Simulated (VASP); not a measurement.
# Nd (Im-3m) in VASP: a series of runs

Runs on Nd. Level: PBE. Tasks: single point.

All numbers are computed with VASP 6.6.1; they aren't measurements. Logs are shortened: lines on timing, memory, paths and dates and some standing lists are left out, and cuts for length are marked.

## (1) The cell of the first run

Symmetry: Im-3m, No. 229, cubic system. The conventional cell has a = 4.178 Å, b = 4.178 Å, c = 4.178 Å, α = 90.00°, β = 90.00°, γ = 90.00°. Nd (site symmetry m-3m) has 14 Nd at 3.62 to 4.18 Å within 4.8 Å.

This isn't the form of Nd at room conditions, which is double hcp.

## (2) Single point, PBE, collinear spin, ferromagnetic start (36.48 Å³/atom)

INCAR reads:

```
PREC = Accurate
ENCUT = 520
EDIFF = 1E-6
ISMEAR = -1
SIGMA = 0.05
LREAL = False
LASPH = True
NELM = 150
ALGO = Normal
ISIF = 2
LWAVE = False
LCHARG = False
ISPIN = 2
MAGMOM = 3
LORBIT = 11
LMAXMIX = 6
GGA = PE
NBANDS = 17
```

KPOINTS reads:

```
regular mesh
0
Gamma
  9 9 9
```

POSCAR reads:

```
Nd
1.0
   -2.0892152639      2.0892152639      2.0892152639
    2.0892152639     -2.0892152639      2.0892152639
    2.0892152639      2.0892152639     -2.0892152639
Nd
1
Direct
    0.0000000000      0.0000000000      0.0000000000
```

Potentials or basis: VASP PAW PBE potentials, release 64 (Nd).

Launch:

```
> cat potpaw_PBE.64/Nd/POTCAR > POTCAR
> mpirun -np 1 vasp_std > vasp.out
```

OUTCAR:

```text
PREC = Accurate
   ENCUT = 520
   EDIFF = 1E-6
   ISMEAR = -1
   LREAL = False
   LASPH = True
   NELM = 150
   ISIF = 2
   ISPIN = 2
   LORBIT = 11
   GGA = PE

 ion  position               nearest neighbor table
   1  0.000  0.000  0.000-

  LATTYP: Found a body centered cubic cell.
 ALAT       =     4.1784305278

  Lattice vectors:

 A1 = (  -2.0892152639,   2.0892152639,   2.0892152639)
 A2 = (   2.0892152639,  -2.0892152639,   2.0892152639)
 A3 = (   2.0892152639,   2.0892152639,  -2.0892152639)

Analysis of symmetry for initial positions (statically):
=====================================================================
 Subroutine PRICEL returns:
 Original cell was already a primitive cell.

 Routine SETGRP: Setting up the symmetry group for a
 body centered cubic supercell.

 Subroutine GETGRP returns: Found 48 space group operations
 (whereof 48 operations were pure point group operations)
 out of a pool of 48 trial point group operations.

The static configuration has the point symmetry O_h .

Analysis of symmetry for dynamics (positions and initial velocities):
=====================================================================
 Subroutine PRICEL returns:
 Original cell was already a primitive cell.

 Routine SETGRP: Setting up the symmetry group for a
 body centered cubic supercell.

 Subroutine GETGRP returns: Found 48 space group operations
 (whereof 48 operations were pure point group operations)
 out of a pool of 48 trial point group operations.

The dynamic configuration has the point symmetry O_h .

Analysis of structural, dynamic, and magnetic symmetry:
=====================================================================
 Subroutine PRICEL returns:
 Original cell was already a primitive cell.

 Routine SETGRP: Setting up the symmetry group for a
 body centered cubic supercell.

 Subroutine GETGRP returns: Found 48 space group operations
 (whereof 48 operations were pure point group operations)
 out of a pool of 48 trial point group operations.

The overall configuration has the point symmetry O_h .

 Subroutine INISYM returns: Found 48 space group operations
 (whereof 48 operations are pure point group operations),
 and found     1 'primitive' translations

----------------------------------------------------------------------------------------

                                     Primitive cell

  volume of cell :      36.4762

  direct lattice vectors                    reciprocal lattice vectors
    -2.089215264  2.089215264  2.089215264     0.000000000  0.239324309  0.239324309
     2.089215264 -2.089215264  2.089215264     0.239324309  0.000000000  0.239324309
     2.089215264  2.089215264 -2.089215264     0.239324309  0.239324309  0.000000000

  length of vectors
     3.618626985  3.618626985  3.618626985     0.338455684  0.338455684  0.338455684

  position of ions in fractional coordinates (direct lattice)
     0.000000000  0.000000000  0.000000000

  ion indices of the primitive-cell ions
   primitive index   ion index
                 1           1

----------------------------------------------------------------------------------------

 KPOINTS: regular mesh

Automatic generation of k-mesh.
 Grid dimensions read from file:
 generate k-points for:    9    9    9

 Generating k-lattice:

  Cartesian coordinates                     Fractional coordinates (reciprocal lattice)
     0.000000000  0.026591590  0.026591590     0.111111111  0.000000000  0.000000000
     0.026591590  0.000000000  0.026591590     0.000000000  0.111111111  0.000000000
     0.026591590  0.026591590  0.000000000     0.000000000  0.000000000  0.111111111

  Length of vectors
     0.037606187  0.037606187  0.037606187

  Shift w.r.t. Gamma in fractional coordinates (k-lattice)
     0.000000000  0.000000000  0.000000000

 Subroutine IBZKPT returns following result:
 ===========================================

 Found     35 irreducible k-points:

 Following reciprocal coordinates:
            Coordinates               Weight
  0.000000  0.000000  0.000000      1.000000
  0.111111  0.000000  0.000000     12.000000
  0.222222  0.000000  0.000000     12.000000
  0.333333  0.000000  0.000000     12.000000
  0.444444  0.000000  0.000000     12.000000
  0.111111  0.111111  0.000000     24.000000
[... 16 lines left out ...]
 -0.333333  0.444444  0.111111     48.000000
 -0.444444 -0.444444  0.111111     24.000000
 [... further k-points ...]
   k-points           NKPTS =     35   k-points in BZ     NKDIM =     35   number of bands    NBANDS=     17
   number of dos      NEDOS =    301   number of ions     NIONS =      1
   total plane-waves  NPLWV =  21952
   dimension x,y,z NGX =    28 NGY =   28 NGZ =   28
   dimension x,y,z NGXF=    56 NGYF=   56 NGZF=   56
   ions per type =               1
   NGX,Y,Z   is equivalent  to a cutoff of  12.86, 12.86, 12.86 a.u.
   NGXF,Y,Z  is equivalent  to a cutoff of  25.73, 25.73, 25.73 a.u.
 SYSTEM =  unknown system
   PREC   = accura    normal or accurate (medium, high low for compatibility)
   ISTART =      0    job   : 0-new  1-cont  2-samecut
   ICHARG =      2    charge: 1-file 2-atom 10-const
   ISPIN  =      2    spin polarized calculation?
   LNONCOLLINEAR =      F non collinear calculations
   LSORBIT =      F    spin-orbit coupling
   LASPH  =      T    aspherical Exc in radial PAW
   ENCUT  =  520.0 eV  38.22 Ry    6.18 a.u.   6.73  6.73  6.73*2*pi/ulx,y,z
   NELM   =    150;   NELMIN=  2; NELMDL= -5     # of ELM steps
   EDIFF  = 0.1E-05   stopping-criterion for ELM
   LREAL  =      F    real-space projection
   EDIFFG = 0.1E-04   stopping-criterion for IOM
   NSW    =      0    number of steps for IOM
   IBRION =     -1    ionic relax: 0-MD 1-quasi-New 2-CG
   NFREE  =      0    steps in history (QN), initial steepest desc. (CG)
   ISIF   =      2    stress and relaxation
   ISYM   =      2    0-nonsym 1-usesym 2-fastsym
   POTIM  = 0.5000    time-step for ionic-motion
   TEBEG  =    0.0;   TEEND  =   0.0 temperature during run
   PSTRESS=    0.0 pullay stress
   NELECT =      14.0000    total number of electrons
   NUPDOWN=      -1.0000    fix difference up-down
   EMIN   =  10.00;   EMAX   =-10.00  energy-range for DOS
   EFERMI =   0.00;   METHOD = LEGACY
   ISMEAR =    -1;   SIGMA  =   0.05  broadening in eV -4-tet -1-fermi 0-gaus
   EFERMI_NEDOS =   21; number of points for ismear=-14 and -15
   IALGO  =     38    algorithm
   IMIX   =      4    mixing-type and parameters
     AMIX     =   0.40;   BMIX     =  1.00
     AMIX_MAG =   1.60;   BMIX_MAG =  1.00
  volume/ion in A,a.u.               =      36.48       246.15
  Fermi-wavevector in a.u.,A,eV,Ry     =   1.189728  2.248260 19.258401  1.415453
  Thomas-Fermi vector in A             =   2.325829
   LORBIT       =     11    0 simple, 1 ext, 2 COOP (PROOUT), +10 PAW based schemes
   GGA     = PE    functional components
   LHFCALC =     F    Hartree Fock is set to
   AEXX    =    0.0000 exact exchange contribution
   IVDW    =     0    specifies the selected vdW correction
   LEPSILON=     F    determine dielectric tensor
   LRPA    =     F    only Hartree local field effects (RPA)
 spin polarized calculation
  energy-cutoff  :      520.00
  volume of cell :       36.48
 maximum number of plane-waves:      1000
   NGX = 13   NGY = 13   NGZ = 13

 number of electron      13.9999996 magnetization       4.0742700

 Free energy of the ion-electron system (eV)
  ---------------------------------------------------
  ext. energy  EPLUGINS =         0.00000000
  ---------------------------------------------------
  free energy    TOTEN  =        -6.38841745 eV

  energy without entropy =       -6.32865231  energy(sigma->0) =       -6.35853488

 E-fermi :   4.2988     XC(G=0):  -9.6029

 val. band max:        4.2982657035   @ k =   0.3333   0.2222   0.1111
 cond. band min:       4.3045161007   @ k =   0.2222   0.0000   0.0000
 fundamental gap:      0.0062503972
 Fermi energy:         4.2987849652

 spin component 1

 k-point     1 :       0.0000    0.0000    0.0000
  band No.  band energies     occupation
      1     -33.0390      1.00000
      2     -13.7951      1.00000
      3     -13.7951      1.00000
      4     -13.7951      1.00000
      5       0.2701      1.00000
      6       4.0886      0.98529
[... 9 lines left out ...]
     16       8.0300      0.00000
     17       8.0300      0.00000

 k-point     2 :       0.1111    0.0000    0.0000
  band No.  band energies     occupation
      1     -33.0254      1.00000
      2     -13.9217      1.00000
      3     -13.8329      1.00000
      4     -13.7964      1.00000
      5       0.6248      1.00000
      6       4.0290      0.99549
[... 9 lines left out ...]
     16       7.7550      0.00000
     17       8.0736      0.00000
[... 421 lines left out ...]
 k-point    24 :      -0.4444   -0.4444    0.1111
  band No.  band energies     occupation
      1     -32.9005      1.00000
      2     -14.6773      1.00000
      3     -14.2595      1.00000
      4     -13.9533      1.00000
      5       3.0551      1.00000
      6       3.7564      0.99998
[... 9 lines left out ...]
     16       9.4802      0.00000
     17      11.5167      0.00000

 [... further k-points ...]

 spin component 2

 k-point     1 :       0.0000    0.0000    0.0000
  band No.  band energies     occupation
      1     -31.3894      1.00000
      2     -12.4770      1.00000
      3     -12.4770      1.00000
      4     -12.4770      1.00000
      5       1.0675      1.00000
      6       6.1398      0.00000
[... 9 lines left out ...]
     16       8.8785      0.00000
     17       8.8785      0.00000

 k-point     2 :       0.1111    0.0000    0.0000
  band No.  band energies     occupation
      1     -31.3744      1.00000
      2     -12.6143      1.00000
      3     -12.5172      1.00000
      4     -12.4784      1.00000
      5       1.4303      1.00000
      6       5.9572      0.00000
[... 9 lines left out ...]
     16       8.6322      0.00000
     17       8.9453      0.00000
[... 421 lines left out ...]
 k-point    24 :      -0.4444   -0.4444    0.1111
  band No.  band energies     occupation
      1     -31.2367      1.00000
      2     -13.4250      1.00000
      3     -12.9737      1.00000
      4     -12.6462      1.00000
      5       3.8587      0.99985
      6       5.3916      0.00000
[... 9 lines left out ...]
     16      10.4173      0.00000
     17      12.4471      0.00000

 [... further k-points ...]
[... 5 lines left out ...]
  --------------------------------------------------------------------------------------
  -------------------------------------------------------------------------------------
  Total       -0.1175240     -0.1175240     -0.1175240      0.0000000      0.0000000      0.0000000
  in kB       -5.1621132     -5.1621132     -5.1621132      0.0000000      0.0000000      0.0000000
  external PRESSURE =      -5.1621132 kB  Pullay stress =       0.0000000 kB

 VOLUME and BASIS-vectors are now :
 -----------------------------------------------------------------------------
  energy-cutoff  :      520.00
  volume of cell :       36.48
      direct lattice vectors                 reciprocal lattice vectors
    -2.089215264  2.089215264  2.089215264     0.000000000  0.239324309  0.239324309
     2.089215264 -2.089215264  2.089215264     0.239324309  0.000000000  0.239324309
     2.089215264  2.089215264 -2.089215264     0.239324309  0.239324309  0.000000000

 POSITION                                       TOTAL-FORCE (eV/Angst)
 -----------------------------------------------------------------------------------
      0.00000      0.00000      0.00000        -0.000000      0.000000      0.000000
 -----------------------------------------------------------------------------------
    total drift:                               -0.000000     -0.000000      0.000000

  FREE ENERGIE OF THE ION-ELECTRON SYSTEM (eV)
  ---------------------------------------------------
  free  energy   TOTEN  =        -6.3884174537 eV

  energy  without entropy=       -6.3286523089  energy(sigma->0) =       -6.35853488

 total charge

# of ion       s       p       d       f       tot
--------------------------------------------------
    1        2.025   5.387   0.500   3.315  11.227

 magnetization (x)

# of ion       s       p       d       f       tot
--------------------------------------------------
    1       -0.007  -0.098   0.184   3.296   3.375
```

Run time: 2.3 min. Hardware: 1 thread of Intel Xeon 8259CL, shared host; peak memory 0.2 GiB.

What came out:

- Free energy: -6.3884 eV
- Pressure: -0.5 GPa
- Net moment: 4.07 μB per cell
- Site moments: Nd +3.38 μB
- Valence electrons inside the program's atomic spheres: Nd 11.23

Caveat: the magnetic or orbital state may not be the lowest; spin-orbit coupling is left out, which moves the levels of the heavy elements; semilocal functionals describe open f shells poorly, which spoils levels, moments and volumes. The state reached can hang on the start; a lower one may exist.

## (3) Single point, PBE, collinear spin, ferromagnetic start (37.19 Å³/atom)

This run uses another cell than the first one, of 37.19 Å³/atom.

INCAR reads:

```
SYSTEM = Nd
PREC = Accurate
ENCUT = 520
EDIFF = 1E-7
ISMEAR = -1
SIGMA = 0.05
LREAL = .False.
LASPH = .True.
NELM = 150
ALGO = Fast
ISIF = 2
LWAVE = .False.
LCHARG = .False.
ISPIN = 2
MAGMOM = 3
LORBIT = 11
LMAXMIX = 6
GGA = PE
NBANDS = 17
```

KPOINTS reads:

```
Automatic mesh
0
Gamma
  9 9 9
  0 0 0
```

POSCAR reads:

```
Nd
1.0
   -2.1027819769      2.1027819769      2.1027819769
    2.1027819769     -2.1027819769      2.1027819769
    2.1027819769      2.1027819769     -2.1027819769
Nd
1
Direct
    0.0000000000      0.0000000000      0.0000000000
```

Potentials or basis: VASP PAW PBE potentials, release 64 (Nd).

Launch:

```
> cat potpaw_PBE.64/Nd/POTCAR > POTCAR
> mpirun -np 1 vasp_std > vasp.out
```

Wall time 7.6 min (1 thread of Intel Xeon 8259CL, shared host); peak memory 0.21 GiB.

The run converged. Its results:

```yaml
Free_energy: -6.3869 eV
Pressure: -0.7 GPa
Net_moment: 4.07 μB per cell
Site_moments: Nd +3.38 μB
Valence_electrons_inside_the_program's_atomic_spheres: Nd 11.22
```

Levels at points of the mesh, in eV from the Fermi level:
Spin up:
```csv
k point,band 5,band 6,band 7,band 8,band 9,band 10,band 11,band 12,band 13,band 14
"(0.00, 0.00, 0.00)",-4.02,-0.22,0.02,0.02,0.02,0.36,0.36,0.36,1.57,1.57
```
Spin down:
```
           k point  band 1  band 2  band 3  band 4  band 5  band 6  band 7  band 8  band 9  band 10
(0.00, 0.00, 0.00)  -35.70  -16.82  -16.82  -16.82   -3.24    1.85    1.85    1.85    2.43     2.43
```

Caveat: the magnetic or orbital state may not be the lowest; spin-orbit coupling is left out, which moves the levels of the heavy elements; semilocal functionals describe open f shells poorly, which spoils levels, moments and volumes.

## (4) Single point, PBE, collinear spin, ferromagnetic start (37.91 Å³/atom)

This run uses another cell than the first one, of 37.91 Å³/atom.

INCAR reads:

```
PREC = Accurate
ENCUT = 520
EDIFF = 1E-6
ISMEAR = -1
SIGMA = 0.05
LREAL = False
LASPH = True
NELM = 150
ALGO = Fast
ISIF = 2
LWAVE = False
LCHARG = False
ISPIN = 2
MAGMOM = 3
LORBIT = 11
LMAXMIX = 6
GGA = PE
NBANDS = 17
```

KPOINTS reads:

```
Automatic mesh
0
Gamma
  9 9 9
```

POSCAR reads:

```
Nd
1.0
   -2.1161758538      2.1161758538      2.1161758538
    2.1161758538     -2.1161758538      2.1161758538
    2.1161758538      2.1161758538     -2.1161758538
Nd
1
Direct
    0.0000000000      0.0000000000      0.0000000000
```

Launch:

```
> cat potpaw_PBE.64/Nd/POTCAR > POTCAR
> mpirun -np 1 vasp_std > vasp.out
```

Run time: 4.8 min. Hardware: 1 thread of Intel Xeon 8259CL, shared host; peak memory 0.21 GiB.

The run converged. Its results:

* Free energy: -6.3842 eV
* Pressure: -0.9 GPa
* Net moment: 4.07 μB per cell
* Site moments: Nd +3.38 μB
* Valence electrons inside the program's atomic spheres: Nd 11.22

Levels at points of the mesh, in eV from the Fermi level:
Spin up:
| k point | band 7 | band 8 | band 9 | band 10 | band 11 | band 12 |
| --- | --- | --- | --- | --- | --- | --- |
| (0.00, 0.00, 0.00) | 0.02 | 0.02 | 0.02 | 0.38 | 0.38 | 0.38 |
Spin down:
```
           k point  band 1  band 2  band 3  band 4  band 5  band 6  band 7  band 8  band 9  band 10
(0.00, 0.00, 0.00)  -35.71  -16.86  -16.86  -16.86   -3.25    1.86    1.86    1.86    2.40     2.40
```

Caveat: the magnetic or orbital state may not be the lowest; spin-orbit coupling is left out, which moves the levels of the heavy elements; semilocal functionals describe open f shells poorly, which spoils levels, moments and volumes.

## (5) The runs side by side

| cell | gap on the mesh (eV) | pressure (GPa) | moment (μB) |
| --- | --- | --- | --- |
| a = 3.619 Å, angles 109.5°, 1 atom | none | -0.5 | 4.07 |
| a = 3.642 Å, angles 109.5°, 1 atom | none | -0.7 | 4.07 |
| a = 3.665 Å, angles 109.5°, 1 atom | none | -0.9 | 4.07 |

Alike in all rows: task single point; level PBE; potentials or basis VASP PAW PBE potentials, release 64 (Nd); spin collinear, ferromagnetic start; k mesh 9 × 9 × 9; cutoff (eV) 520; smearing fermi-dirac 0.05 eV.

Caveats: the magnetic or orbital state may not be the lowest; spin-orbit coupling is left out, which moves the levels of the heavy elements; semilocal functionals describe open f shells poorly, which spoils levels, moments and volumes.

Absolute energies hang on the potentials; compare differences alone.
